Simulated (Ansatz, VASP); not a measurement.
# Pb: VASP beside Ansatz

```xyz
2
Lattice="3.4330 0.0000 0.0000 -1.7165 2.9730 0.0000 0.0000 0.0000 5.5145" Properties=species:S:1:pos:R:3 pbc="T T T"
Pb    0.0000    1.9820    1.3786
Pb    1.7165    0.9910    4.1358
```

Change from the starting cell: volume scaled by 0.96.

Alike in both runs: task single point; functional PBEsol; k mesh 12 × 12 × 7; occupations fermi-dirac, width 0.05 eV; no spin polarisation.

```csv
,VASP,Ansatz
version,VASP 6.6.1,Ansatz 0.2.0
potentials or method,"VASP PAW PBE potentials, release 64 (Pb_d), cutoff 520 eV","all-electron LAPW, scalar-relativistic"
```

VASP gave:

| Item | Value |
| --- | --- |
| pressure (GPa) | 3.1 |
| traceless stress, the component that is largest in VASP (GPa) | -0.27 |

**Question.** Which values does Ansatz return?

**Answer.** Pressure (GPa): 3.2; traceless stress, the component that is largest in VASP (GPa): -0.29.

VASP's potentials were made for PBE, not for PBEsol. Ansatz ran all-electron here, and VASP with PAW potentials.

Spin-orbit coupling is off throughout.
